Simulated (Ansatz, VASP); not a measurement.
**Nb2P3 in VASP and in Ansatz**

```xyz
5
Lattice="5.2083 0.0000 0.0000 -2.6042 4.5105 0.0000 0.0000 0.0000 4.0962" Properties=species:S:1:pos:R:3 pbc="T T T"
Nb    2.6042    1.5035    2.0481
Nb    0.0000    3.0070    2.0481
P     2.6042    0.0000    0.0000
P    -1.3021    2.2553    0.0000
P     1.3021    2.2553    0.0000
```

Alike in both runs: functional PBE; k mesh 12 × 12 × 10; occupations gaussian, width 0.1 eV; no spin polarisation.

Ansatz relaxed the structure, and its values are those at the end. VASP's run is a single point on that final structure, the one shown.

```csv
,VASP,Ansatz
version,VASP 6.6.1,Ansatz 0.2.0
potentials or method,"VASP PAW PBE potentials, release 64 (Nb_sv, P), cutoff 520 eV","scalar-relativistic, plane waves, PAW"
valence electrons in the cell,41,41
```

```csv
,VASP,Ansatz,Ansatz less VASP
gap on the k mesh at the Fermi level (eV),none,none,-
pressure (GPa),-0.3,0.0,+0.28
```

A gap of «none» marks a metal or a gap that the smearing closes.
